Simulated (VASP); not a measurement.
# Rh (Cmcm) in VASP: further runs

The runs below take Rh through single point, with PBEsol.

Program: VASP 6.6.1. These are calculated values, not measurements. Logs are shortened: lines on timing, memory, paths and dates and some standing lists are left out, and cuts for length are marked.

### 1 The cell of the first run

Symmetry: Cmcm, No. 63, orthorhombic system. The conventional cell has a = 2.774 Å, b = 4.125 Å, c = 9.367 Å, α = 90.00°, β = 90.00°, γ = 90.00°. Within 3.3 Å of Rh (site symmetry 2/m) lie 12 Rh at 2.49 to 2.81 Å. Rh (site symmetry m2m) has 12 Rh at 2.49 to 2.81 Å within 3.3 Å.

### 2 Single point, PBEsol

INCAR reads:

```
ALGO     = Fast           # electronic algorithm
EDIFF    = 1E-7           # SCF threshold, eV
ENCUT    = 520            # plane-wave cutoff, eV
GGA      = PS             # functional
ISIF     = 2              # what is computed and relaxed
ISMEAR   = 0              # smearing method
LASPH    = T              # aspherical terms in the spheres
LCHARG   = F              # write CHGCAR
LREAL    = F              # projectors in reciprocal space
LWAVE    = F              # write WAVECAR
NBANDS   = 38             # bands
NELM     = 100            # most SCF steps
PREC     = Accurate       # precision mode
SIGMA    = 0.15           # smearing width, eV
```

KPOINTS reads:

```
k-points
0
Gamma
  18 18 6
```

POSCAR reads:

```
Rh
1.0
    2.7736243440      0.0000000000      0.0000000000
   -1.3868121720      2.0623412321      0.0000000000
    0.0000000000      0.0000000000      9.3672375197
Rh
4
Direct
    0.0000000000      0.0000000000      0.0000000000
    0.3333333333      0.6666666667      0.2500000000
    0.0000000000      0.0000000000      0.5000000000
    0.6666666667      0.3333333333      0.7500000000
```

Potentials or basis: VASP PAW PBE potentials, release 64 (Rh_pv).

Command:

```console
$ cat potpaw_PBE.64/Rh_pv/POTCAR > POTCAR
$ mpirun -np 1 vasp_std > vasp.out
```

OUTCAR:

```text
EDIFF = 1E-7
   ENCUT = 520
   GGA = PS
   ISIF = 2
   ISMEAR = 0
   LASPH = T
   LREAL = F
   NELM = 100
   PREC = Accurate

 ion  position               nearest neighbor table
   1  0.000  0.000  0.000-   2 2.72   4 2.72   4 2.81   2 2.81   4 2.81   2 2.81
   2  0.333  0.667  0.250-   1 2.72   3 2.72   1 2.81   3 2.81   1 2.81   3 2.81
   3  0.000  0.000  0.500-   2 2.72   4 2.72   4 2.81   2 2.81   4 2.81   2 2.81
   4  0.667  0.333  0.750-   1 2.72   3 2.72   1 2.81   3 2.81   1 2.81   3 2.81

  Warning from LATTYP: Monoclinic adjustment (A1->A3, A2->A1, A3->A2)!
  LATTYP: Found a base centered orthorhombic cell.
 ALAT       =     2.7736243440
 B/A-ratio  =     1.4871092667
 C/A-ratio  =     3.3772553013

  Lattice vectors:

 A1 = (   1.3868121720,  -2.0623412321,   0.0000000000)
 A2 = (   1.3868121720,   2.0623412321,   0.0000000000)
 A3 = (   0.0000000000,   0.0000000000,   9.3672375197)

Analysis of symmetry for initial positions (statically):
=====================================================================
 Subroutine PRICEL returns:
 Original cell was already a primitive cell.

 Routine SETGRP: Setting up the symmetry group for a
 base centered orthorhombic supercell.

 Subroutine GETGRP returns: Found  8 space group operations
 (whereof  4 operations were pure point group operations)
 out of a pool of  8 trial point group operations.

The static configuration has the point symmetry C_2h.
 The point group associated with its full space group is D_2h.

Analysis of symmetry for dynamics (positions and initial velocities):
=====================================================================
 Subroutine PRICEL returns:
 Original cell was already a primitive cell.

 Routine SETGRP: Setting up the symmetry group for a
 base centered orthorhombic supercell.

 Subroutine GETGRP returns: Found  8 space group operations
 (whereof  4 operations were pure point group operations)
 out of a pool of  8 trial point group operations.

The dynamic configuration has the point symmetry C_2h.
 The point group associated with its full space group is D_2h.

 Subroutine INISYM returns: Found  8 space group operations
 (whereof  4 operations are pure point group operations),
 and found     1 'primitive' translations

----------------------------------------------------------------------------------------

                                     Primitive cell

  volume of cell :      53.5821

  direct lattice vectors                    reciprocal lattice vectors
     2.773624344  0.000000000  0.000000000     0.360539091  0.242442905  0.000000000
    -1.386812172  2.062341232  0.000000000     0.000000000  0.484885811  0.000000000
     0.000000000  0.000000000  9.367237520     0.000000000  0.000000000  0.106755060

  length of vectors
     2.773624344  2.485256397  9.367237520     0.434473243  0.484885811  0.106755060

  position of ions in fractional coordinates (direct lattice)
     0.000000000  0.000000000  0.000000000
     0.333333333  0.666666667  0.250000000
     0.000000000  0.000000000  0.500000000
     0.666666667  0.333333333  0.750000000

  ion indices of the primitive-cell ions
   primitive index   ion index
                 1           1
                 2           2
                 3           3
                 4           4

----------------------------------------------------------------------------------------

 KPOINTS: k-points

Automatic generation of k-mesh.
 Grid dimensions read from file:
 generate k-points for:   18   18    6

 Generating k-lattice:

  Cartesian coordinates                     Fractional coordinates (reciprocal lattice)
     0.020029950  0.013469050  0.000000000     0.055555556 -0.000000000  0.000000000
     0.000000000  0.026938101  0.000000000     0.000000000  0.055555556  0.000000000
     0.000000000  0.000000000  0.017792510     0.000000000  0.000000000  0.166666667

  Length of vectors
     0.024137402  0.026938101  0.017792510

  Shift w.r.t. Gamma in fractional coordinates (k-lattice)
     0.000000000  0.000000000  0.000000000

 Subroutine IBZKPT returns following result:
 ===========================================

 Found    364 irreducible k-points:

 Following reciprocal coordinates:
            Coordinates               Weight
  0.000000  0.000000  0.000000      1.000000
  0.055556 -0.000000  0.000000      4.000000
  0.111111 -0.000000  0.000000      4.000000
  0.166667 -0.000000  0.000000      4.000000
  0.222222  0.000000  0.000000      4.000000
  0.277778  0.000000  0.000000      4.000000
[... 16 lines left out ...]
 -0.333333  0.055556  0.000000      4.000000
 -0.277778  0.055556  0.000000      4.000000
 [... further k-points ...]
   k-points           NKPTS =    364   k-points in BZ     NKDIM =    364   number of bands    NBANDS=     38
   number of dos      NEDOS =    301   number of ions     NIONS =      4
   total plane-waves  NPLWV =  30240
   dimension x,y,z NGX =    24 NGY =   18 NGZ =   70
   dimension x,y,z NGXF=    48 NGYF=   36 NGZF=  140
   ions per type =               4
   NGX,Y,Z   is equivalent  to a cutoff of  14.39, 12.04, 12.42 a.u.
   NGXF,Y,Z  is equivalent  to a cutoff of  28.77, 24.08, 24.85 a.u.
 SYSTEM =  unknown system
   PREC   = accura    normal or accurate (medium, high low for compatibility)
   ISTART =      0    job   : 0-new  1-cont  2-samecut
   ICHARG =      2    charge: 1-file 2-atom 10-const
   ISPIN  =      1    spin polarized calculation?
   LNONCOLLINEAR =      F non collinear calculations
   LSORBIT =      F    spin-orbit coupling
   LASPH  =      T    aspherical Exc in radial PAW
   ENCUT  =  520.0 eV  38.22 Ry    6.18 a.u.   5.16  4.62 17.42*2*pi/ulx,y,z
   NELM   =    100;   NELMIN=  2; NELMDL= -5     # of ELM steps
   EDIFF  = 0.1E-06   stopping-criterion for ELM
   LREAL  =      F    real-space projection
   EDIFFG = 0.1E-05   stopping-criterion for IOM
   NSW    =      0    number of steps for IOM
   IBRION =     -1    ionic relax: 0-MD 1-quasi-New 2-CG
   NFREE  =      0    steps in history (QN), initial steepest desc. (CG)
   ISIF   =      2    stress and relaxation
   ISYM   =      2    0-nonsym 1-usesym 2-fastsym
   POTIM  = 0.5000    time-step for ionic-motion
   TEBEG  =    0.0;   TEEND  =   0.0 temperature during run
   PSTRESS=    0.0 pullay stress
   NELECT =      60.0000    total number of electrons
   NUPDOWN=      -1.0000    fix difference up-down
   EMIN   =  10.00;   EMAX   =-10.00  energy-range for DOS
   EFERMI =   0.00;   METHOD = LEGACY
   ISMEAR =     0;   SIGMA  =   0.15  broadening in eV -4-tet -1-fermi 0-gaus
   EFERMI_NEDOS =   21; number of points for ismear=-14 and -15
   IALGO  =     68    algorithm
   IMIX   =      4    mixing-type and parameters
     AMIX     =   0.40;   BMIX     =  1.00
     AMIX_MAG =   1.60;   BMIX_MAG =  1.00
  volume/ion in A,a.u.               =      13.40        90.40
  Fermi-wavevector in a.u.,A,eV,Ry     =   1.700012  3.212557 39.321397  2.890041
  Thomas-Fermi vector in A             =   2.780225
   LORBIT       =      0    0 simple, 1 ext, 2 COOP (PROOUT), +10 PAW based schemes
   GGA     = PS    functional components
   LHFCALC =     F    Hartree Fock is set to
   AEXX    =    0.0000 exact exchange contribution
   IVDW    =     0    specifies the selected vdW correction
   LEPSILON=     F    determine dielectric tensor
   LRPA    =     F    only Hartree local field effects (RPA)
 non-spin polarized calculation
 RMM-DIIS sequential band-by-band and
 Gauss-broadening in eV      SIGMA  =   0.15
  energy-cutoff  :      520.00
  volume of cell :       53.58
 maximum number of plane-waves:      1466
 NGX is ok and might be reduce to    24
   NGX = 11   NGY =  9   NGZ = 35

 number of electron      60.0000016 magnetization

 Free energy of the ion-electron system (eV)
  ---------------------------------------------------
  ext. energy  EPLUGINS =         0.00000000
  ---------------------------------------------------
  free energy    TOTEN  =       -31.19304330 eV

  energy without entropy =      -31.12511287  energy(sigma->0) =      -31.15907809

 E-fermi :  12.2122     XC(G=0): -14.3572

 val. band max:       12.2109558157   @ k =   0.1111   0.1667   0.5000
 cond. band min:      12.2134687905   @ k =   0.1667  -0.0000   0.0000
 fundamental gap:      0.0025129748
 Fermi energy:        12.2121704426

 k-point     1 :       0.0000    0.0000    0.0000
  band No.  band energies     occupation
      1     -34.7252      2.00000
      2     -34.4380      2.00000
      3     -34.4263      2.00000
      4     -34.1279      2.00000
      5     -34.1141      2.00000
      6     -34.0935      2.00000
[... 30 lines left out ...]
     37      19.4322      0.00000
     38      25.3215      0.00000

 k-point     2 :       0.0556   -0.0000    0.0000
  band No.  band energies     occupation
      1     -34.7182      2.00000
      2     -34.4366      2.00000
      3     -34.4245      2.00000
      4     -34.1328      2.00000
      5     -34.1282      2.00000
      6     -34.1109      2.00000
[... 30 lines left out ...]
     37      19.4207      0.00000
     38      25.5286      0.00000

 k-point     3 :       0.1111   -0.0000    0.0000
  band No.  band energies     occupation
      1     -34.6979      2.00000
      2     -34.4353      2.00000
      3     -34.4216      2.00000
      4     -34.2077      2.00000
      5     -34.1740      2.00000
      6     -34.1658      2.00000
[... 30 lines left out ...]
     37      19.3908      0.00000
     38      25.7290      0.00000

 k-point     4 :       0.1667   -0.0000    0.0000
  band No.  band energies     occupation
      1     -34.6672      2.00000
      2     -34.4490      2.00000
      3     -34.4310      2.00000
      4     -34.3315      2.00000
      5     -34.2882      2.00000
      6     -34.2629      2.00000
[... 30 lines left out ...]
     37      19.3557      0.00000
     38      26.0825      0.00000
[... 703 lines left out ...]
      4     -34.7648      2.00000
      5     -34.4843      2.00000
      6     -34.3165      2.00000
[... 30 lines left out ...]
     37      19.9446      0.00000
     38      22.6183      0.00000

 k-point    23 :      -0.3333    0.0556    0.0000
  band No.  band energies     occupation
      1     -34.6916      2.00000
      2     -34.6841      2.00000
      3     -34.6543      2.00000
      4     -34.6206      2.00000
      5     -34.5263      2.00000
      6     -34.3232      2.00000
[... 30 lines left out ...]
     37      19.4533      0.00000
     38      24.2457      0.00000

 k-point    24 :      -0.2778    0.0556    0.0000
  band No.  band energies     occupation
      1     -34.6227      2.00000
      2     -34.5437      2.00000
      3     -34.5081      2.00000
      4     -34.5047      2.00000
      5     -34.4638      2.00000
      6     -34.3206      2.00000
[... 30 lines left out ...]
     37      19.3610      0.00000
     38      25.9923      0.00000

 [... further k-points ...]

------------------------ aborting loop because EDIFF is reached ----------------------------------------

  FORCE on cell =-STRESS in cart. coord.  units (eV):
  Direction    XX          YY          ZZ          XY          YZ          ZX
  --------------------------------------------------------------------------------------
  -------------------------------------------------------------------------------------
  Total        0.9437579     18.9672676     -6.5202034      0.0000000      0.0000000      0.0000000
  in kB       28.2196396    567.1470216   -194.9629247      0.0000000      0.0000000      0.0000000
  external PRESSURE =     133.4679121 kB  Pullay stress =       0.0000000 kB

 VOLUME and BASIS-vectors are now :
 -----------------------------------------------------------------------------
  energy-cutoff  :      520.00
  volume of cell :       53.58
      direct lattice vectors                 reciprocal lattice vectors
     2.773624344  0.000000000  0.000000000     0.360539091  0.242442905  0.000000000
    -1.386812172  2.062341232  0.000000000     0.000000000  0.484885811  0.000000000
     0.000000000  0.000000000  9.367237520     0.000000000  0.000000000  0.106755060

 POSITION                                       TOTAL-FORCE (eV/Angst)
 -----------------------------------------------------------------------------------
      0.00000      0.00000      0.00000         0.000000      0.000000      0.000000
     -0.00000      1.37489      2.34181         0.000000      0.199995      0.000000
      0.00000      0.00000      4.68362         0.000000      0.000000      0.000000
      1.38681      0.68745      7.02543         0.000000     -0.199995     -0.000000
 -----------------------------------------------------------------------------------
    total drift:                               -0.000000      0.000000      0.000000

  FREE ENERGIE OF THE ION-ELECTRON SYSTEM (eV)
  ---------------------------------------------------
  free  energy   TOTEN  =       -31.1930432982 eV

  energy  without entropy=      -31.1251128732  energy(sigma->0) =      -31.15907809
```

Wall time 5.3 min (1 thread of Intel Xeon 6975P-C (Granite Rapids), shared host); peak memory 0.56 GiB.

Results:

| Item | Value |
| --- | --- |
| Free energy | -31.1930 eV |
| Pressure | 13.3 GPa |
| Largest force | 0.200 eV/Å |
| Band gap on the k mesh | zero (bands 30 and 31 overlap by 3.22 eV) |

Forces in eV/Å, atoms in the order of the input:
```
Rh   0.000  0.000  0.000
Rh   0.000  0.200  0.000
Rh   0.000  0.000  0.000
Rh   0.000 -0.200  0.000
```

Stress tensor (GPa, compression positive):
```
  2.82   0.00   0.00
  0.00  56.71   0.00
  0.00   0.00 -19.50
```

Caveat: the cell differs from its parent crystal (strain +e along x and -e along y +0.0733, strain +e along z and -e/2 along x and y +0.0733); the stress differs along the axes, from -19 to 57 GPa; the PAW data sets were made with another functional, which shifts forces and pressure a little.

[end of part 1 of 2]
